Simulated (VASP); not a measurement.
# Eu (Im-3m) in VASP: single point with PBE+U

Aim: the single point of Eu with PBE+U.

Everything below comes from runs of VASP 6.6.1. Logs are shortened: lines on timing, memory, paths and dates and some standing lists are left out, and cuts for length are marked.

## (1) The cell of the first run

The structure is cubic, space group Im-3m (No. 229). The conventional cell has a = 4.565 Å, b = 4.565 Å, c = 4.565 Å, α = 90.00°, β = 90.00°, γ = 90.00°. Within 5.2 Å of Eu (site symmetry m-3m) lie 14 Eu at 3.95 to 4.57 Å.

## (2) Single point, PBE+U, collinear spin, ferromagnetic start

Input file INCAR:

```
  PREC = Accurate
  ENCUT = 520
  EDIFF = 1E-6
  ISMEAR = 0
  SIGMA = 0.05
  LREAL = F
  LASPH = T
  NELM = 150
  ALGO = Normal
  ISIF = 2
  LWAVE = F
  LCHARG = F
  ISPIN = 2
  MAGMOM = 7 7
  LORBIT = 11
  LMAXMIX = 6
  LDAU = T
  LDAUTYPE = 2
  LDAUL = 3
  LDAUU = 6
  LDAUJ = 0
  LDAUPRINT = 1
  GGA = PE
  NBANDS = 28
```

Input file KPOINTS:

```
regular mesh
0
Gamma
  3 3 3
```

Input file POSCAR:

```
Eu
1.0
    4.5652266926      0.0000000000      0.0000000000
    0.0000000000      4.5652266926      0.0000000000
    0.0000000000      0.0000000000      4.5652266926
Eu
2
Direct
    0.0000000000      0.0000000000      0.0000000000
    0.5000000000      0.5000000000      0.5000000000
```

Potentials or basis: VASP PAW PBE potentials, release 64 (Eu).

Started as:

```sh
$ cat potpaw_PBE.64/Eu/POTCAR > POTCAR
$ mpirun -np 1 vasp_std > vasp.out
```

OUTCAR:

```text
PREC = Accurate
   ENCUT = 520
   EDIFF = 1E-6
   ISMEAR = 0
   LREAL = F
   LASPH = T
   NELM = 150
   ISIF = 2
   ISPIN = 2
   LORBIT = 11
   GGA = PE

 ion  position               nearest neighbor table
   1  0.000  0.000  0.000-
   2  0.500  0.500  0.500-

  LATTYP: Found a simple cubic cell.
 ALAT       =     4.5652266926

  Lattice vectors:

 A1 = (   4.5652266926,   0.0000000000,   0.0000000000)
 A2 = (   0.0000000000,   4.5652266926,   0.0000000000)
 A3 = (   0.0000000000,   0.0000000000,   4.5652266926)

Analysis of symmetry for initial positions (statically):
=====================================================================
 Subroutine PRICEL returns following result:

  LATTYP: Found a body centered cubic cell.
 ALAT       =     4.5652266926
[... 12 lines left out ...]
 Subroutine GETGRP returns: Found 48 space group operations
[... 5 lines left out ...]
Analysis of symmetry for dynamics (positions and initial velocities):
=====================================================================
 Subroutine PRICEL returns following result:

  LATTYP: Found a body centered cubic cell.
 ALAT       =     4.5652266926
[... 12 lines left out ...]
 Subroutine GETGRP returns: Found 48 space group operations
 (whereof 48 operations were pure point group operations)
 out of a pool of 48 trial point group operations.

The dynamic configuration has the point symmetry O_h .

Analysis of structural, dynamic, and magnetic symmetry:
=====================================================================
 Subroutine PRICEL returns following result:

  LATTYP: Found a body centered cubic cell.
 ALAT       =     4.5652266926
[... 12 lines left out ...]
 Subroutine GETGRP returns: Found 48 space group operations
 (whereof 48 operations were pure point group operations)
 out of a pool of 48 trial point group operations.

The overall configuration has the point symmetry O_h .

 Subroutine INISYM returns: Found 48 space group operations
 (whereof 48 operations are pure point group operations),
 and found     2 'primitive' translations

----------------------------------------------------------------------------------------

                                     Primitive cell

  volume of cell :      47.5726

  direct lattice vectors                    reciprocal lattice vectors
     2.282613346  2.282613346 -2.282613346     0.219047173  0.219047173  0.000000000
    -2.282613346  2.282613346  2.282613346    -0.000000000  0.219047173  0.219047173
     2.282613346 -2.282613346  2.282613346     0.219047173  0.000000000  0.219047173

  length of vectors
     3.953602290  3.953602290  3.953602290     0.309779483  0.309779483  0.309779483

  position of ions in fractional coordinates (direct lattice)
     0.000000000  0.000000000  0.000000000

  ion indices of the primitive-cell ions
   primitive index   ion index
                 1           1

----------------------------------------------------------------------------------------

 KPOINTS: regular mesh

Automatic generation of k-mesh.
 Grid dimensions read from file:
 generate k-points for:    3    3    3

 Generating k-lattice:

  Cartesian coordinates                     Fractional coordinates (reciprocal lattice)
     0.073015724  0.000000000  0.000000000     0.333333333  0.000000000  0.000000000
[... 133 lines left out ...]
 -0.0000 -0.0000  0.0000 -0.0000 -0.0000  0.9758 -0.0000
  0.0000  0.0000  0.0000  0.0000 -0.0010 -0.0000  0.9771

spin component  2

  0.0001 -0.0000  0.0000  0.0000  0.0000  0.0000  0.0000
 -0.0000  0.0001  0.0000  0.0000 -0.0000 -0.0000 -0.0000
  0.0000  0.0000  0.0000  0.0000 -0.0000 -0.0000  0.0000
  0.0000  0.0000  0.0000  0.0001 -0.0000  0.0000 -0.0000
  0.0000 -0.0000 -0.0000 -0.0000  0.0000  0.0000 -0.0000
  0.0000 -0.0000 -0.0000  0.0000  0.0000  0.0000  0.0000
  0.0000 -0.0000  0.0000 -0.0000 -0.0000  0.0000  0.0001

 occupancies and eigenvectors

  o =  0.0000  v =  0.0000  0.0000  0.0000  0.0000  0.0000  0.0000  0.0000 -0.0048  0.0000  0.0061  0.0000  0.7905 -0.0002  0.6124      0.0000  0.0000  0.0000  0.0000  0.0000  0.0000  0.0000  0.0000  0.0000  0.0000  0.0000  0.0000  0.0000  0.0000
  o =  0.0000  v =  0.0000  0.0000  0.0000  0.0000  0.0000  0.0000  0.0000 -0.6124 -0.0000  0.7905 -0.0000 -0.0061  0.0001 -0.0048      0.0000  0.0000  0.0000  0.0000  0.0000  0.0000  0.0000  0.0000  0.0000  0.0000  0.0000  0.0000  0.0000  0.0000
  o =  0.0000  v =  0.0000  0.0000  0.0000  0.0000  0.0000  0.0000  0.0000 -0.0001 -0.0000  0.0001  0.0000 -0.0001 -1.0000 -0.0001      0.0000  0.0000  0.0000  0.0000  0.0000  0.0000  0.0000  0.0000  0.0000  0.0000  0.0000  0.0000  0.0000  0.0000
  o =  0.0001  v =  0.0000  0.0000  0.0000  0.0000  0.0000  0.0000  0.0000 -0.0001  0.0000 -0.0001  0.0000  0.6124 -0.0000 -0.7906      0.0000  0.0000  0.0000  0.0000  0.0000  0.0000  0.0000  0.0000  0.0000  0.0000  0.0000  0.0000  0.0000  0.0000
  o =  0.0001  v =  0.0000  0.0000  0.0000  0.0000  0.0000  0.0000  0.0000  0.7906  0.0000  0.6124 -0.0001  0.0001  0.0000 -0.0001      0.0000  0.0000  0.0000  0.0000  0.0000  0.0000  0.0000  0.0000  0.0000  0.0000  0.0000  0.0000  0.0000  0.0000
  o =  0.0001  v =  0.0000  0.0000  0.0000  0.0000  0.0000  0.0000  0.0000 -0.0001  0.0000 -0.0000 -1.0000  0.0000 -0.0000 -0.0000      0.0000  0.0000  0.0000  0.0000  0.0000  0.0000  0.0000  0.0000  0.0000  0.0000  0.0000  0.0000  0.0000  0.0000
  o =  0.0001  v =  0.0000  0.0000  0.0000  0.0000  0.0000  0.0000  0.0000 -0.0000  1.0000 -0.0000  0.0000 -0.0000 -0.0000 -0.0000      0.0000  0.0000  0.0000  0.0000  0.0000  0.0000  0.0000  0.0000  0.0000  0.0000  0.0000  0.0000  0.0000  0.0000
  o =  0.9758  v =  0.0000 -0.0000 -0.0001  0.0000  0.0435  0.9985  0.0337  0.0000  0.0000  0.0000  0.0000  0.0000  0.0000  0.0000      0.0000  0.0000  0.0000  0.0000  0.0000  0.0000  0.0000  0.0000  0.0000  0.0000  0.0000  0.0000  0.0000  0.0000
  o =  0.9758  v =  0.0017  0.0000 -0.0022 -0.0000  0.7894 -0.0550  0.6114  0.0000  0.0000  0.0000  0.0000  0.0000  0.0000  0.0000      0.0000  0.0000  0.0000  0.0000  0.0000  0.0000  0.0000  0.0000  0.0000  0.0000  0.0000  0.0000  0.0000  0.0000
  o =  0.9758  v = -0.6124 -0.0000  0.7906  0.0000  0.0022 -0.0001  0.0017  0.0000  0.0000  0.0000  0.0000  0.0000  0.0000  0.0000      0.0000  0.0000  0.0000  0.0000  0.0000  0.0000  0.0000  0.0000  0.0000  0.0000  0.0000  0.0000  0.0000  0.0000
  o =  0.9769  v =  0.0000 -1.0000 -0.0000 -0.0000 -0.0000 -0.0000  0.0000  0.0000  0.0000  0.0000  0.0000  0.0000  0.0000  0.0000      0.0000  0.0000  0.0000  0.0000  0.0000  0.0000  0.0000  0.0000  0.0000  0.0000  0.0000  0.0000  0.0000  0.0000
  o =  0.9778  v = -0.0000  0.0000  0.0000 -0.9976 -0.0427  0.0000  0.0551  0.0000  0.0000  0.0000  0.0000  0.0000  0.0000  0.0000      0.0000  0.0000  0.0000  0.0000  0.0000  0.0000  0.0000  0.0000  0.0000  0.0000  0.0000  0.0000  0.0000  0.0000
  o =  0.9778  v =  0.7906  0.0000  0.6124 -0.0000 -0.0000 -0.0000  0.0000  0.0000  0.0000  0.0000  0.0000  0.0000  0.0000  0.0000      0.0000  0.0000  0.0000  0.0000  0.0000  0.0000  0.0000  0.0000  0.0000  0.0000  0.0000  0.0000  0.0000  0.0000
  o =  0.9778  v = -0.0000  0.0000  0.0000  0.0697 -0.6109 -0.0000  0.7886  0.0000  0.0000  0.0000  0.0000  0.0000  0.0000  0.0000      0.0000  0.0000  0.0000  0.0000  0.0000  0.0000  0.0000  0.0000  0.0000  0.0000  0.0000  0.0000  0.0000  0.0000

 number of electron      34.0000014 magnetization      14.5186123

 Free energy of the ion-electron system (eV)
  ---------------------------------------------------
  ext. energy  EPLUGINS =         0.00000000
  ---------------------------------------------------
  free energy    TOTEN  =       -21.43536207 eV

  energy without entropy =      -21.43282045  energy(sigma->0) =      -21.43409126

 E-fermi :   1.7766     XC(G=0):  -8.2831

 val. band max:        1.7263899761   @ k =   0.3333   0.0000   0.0000
 cond. band min:       1.8437124749   @ k =   0.3333   0.3333   0.3333
 fundamental gap:      0.1173224988
 Fermi energy:         1.7766297557

 spin component 1

 k-point     1 :       0.0000    0.0000    0.0000
  band No.  band energies     occupation
      1     -39.2877      1.00000
      2     -39.2497      1.00000
      3     -18.3015      1.00000
      4     -18.3015      1.00000
      5     -18.3015      1.00000
      6     -18.0755      1.00000
[... 113 lines left out ...]
     27       2.1224      0.00000
     28       2.1224      0.00000
 Fermi energy:         1.7766297557

 spin component 2

 k-point     1 :       0.0000    0.0000    0.0000
  band No.  band energies     occupation
      1     -36.1037      1.00000
      2     -36.0528      1.00000
      3     -16.0149      1.00000
      4     -16.0149      1.00000
      5     -16.0149      1.00000
      6     -15.7267      1.00000
[... 113 lines left out ...]
     27       9.9911      0.00000
     28      10.1409      0.00000

------------------------ aborting loop because EDIFF is reached ----------------------------------------

  FORCE on cell =-STRESS in cart. coord.  units (eV):
  Direction    XX          YY          ZZ          XY          YZ          ZX
  --------------------------------------------------------------------------------------
  -------------------------------------------------------------------------------------
  Total       -0.1391344     -0.1391344     -0.1391344     -0.0000000     -0.0000000      0.0000000
  in kB       -2.3429234     -2.3429234     -2.3429234     -0.0000000     -0.0000000      0.0000000
  external PRESSURE =      -2.3429234 kB  Pullay stress =       0.0000000 kB

 VOLUME and BASIS-vectors are now :
 -----------------------------------------------------------------------------
  energy-cutoff  :      520.00
  volume of cell :       95.15
      direct lattice vectors                 reciprocal lattice vectors
     4.565226693  0.000000000  0.000000000     0.219047173  0.000000000  0.000000000
     0.000000000  4.565226693  0.000000000     0.000000000  0.219047173  0.000000000
     0.000000000  0.000000000  4.565226693     0.000000000  0.000000000  0.219047173

 POSITION                                       TOTAL-FORCE (eV/Angst)
 -----------------------------------------------------------------------------------
      0.00000      0.00000      0.00000        -0.000000     -0.000000     -0.000000
      2.28261      2.28261      2.28261         0.000000      0.000000      0.000000
 -----------------------------------------------------------------------------------
    total drift:                                0.000000      0.000000      0.000000

  FREE ENERGIE OF THE ION-ELECTRON SYSTEM (eV)
  ---------------------------------------------------
  free  energy   TOTEN  =       -21.4353620724 eV

  energy  without entropy=      -21.4328204517  energy(sigma->0) =      -21.43409126

 total charge

# of ion       s       p       d       f       tot
--------------------------------------------------
    1        2.081   5.732   0.218   6.831  14.862
    2        2.081   5.732   0.218   6.831  14.862
--------------------------------------------------
tot          4.161  11.465   0.436  13.662  29.724

 magnetization (x)

# of ion       s       p       d       f       tot
--------------------------------------------------
    1       -0.002  -0.114   0.089   6.831   6.803
    2       -0.002  -0.114   0.089   6.831   6.803
--------------------------------------------------
tot         -0.005  -0.228   0.178  13.661  13.606
```

Run time: 35 s. Hardware: 1 thread of AMD EPYC 9R45 (Zen 5), shared host; peak memory 0.21 GiB.

Results:

```
Free energy                                           : -21.4354 eV
Pressure                                              : -0.2 GPa
Net moment                                            : 14.52 μB per cell
Site moments                                          : Eu +6.80 μB
Valence electrons inside the program's atomic spheres : Eu 14.86
```

Eigenvalues of the final occupation matrices:
| site | spin | trace | eigenvalues |
| --- | --- | --- | --- |
| site 1 f | 1 | 6.84 | 0.98 0.98 0.98 0.98 0.98 0.98 0.98 |
| site 1 f | 2 | 0.00 | 0.00 0.00 0.00 0.00 0.00 0.00 0.00 |
| site 2 f | 1 | 6.84 | 0.98 0.98 0.98 0.98 0.98 0.98 0.98 |
| site 2 f | 2 | 0.00 | 0.00 0.00 0.00 0.00 0.00 0.00 0.00 |

Caveat: the k points lie up to 0.46 Å⁻¹ apart; spin-orbit coupling is left out, which moves the levels of the heavy elements. The state reached can hang on the start; a lower one may exist.
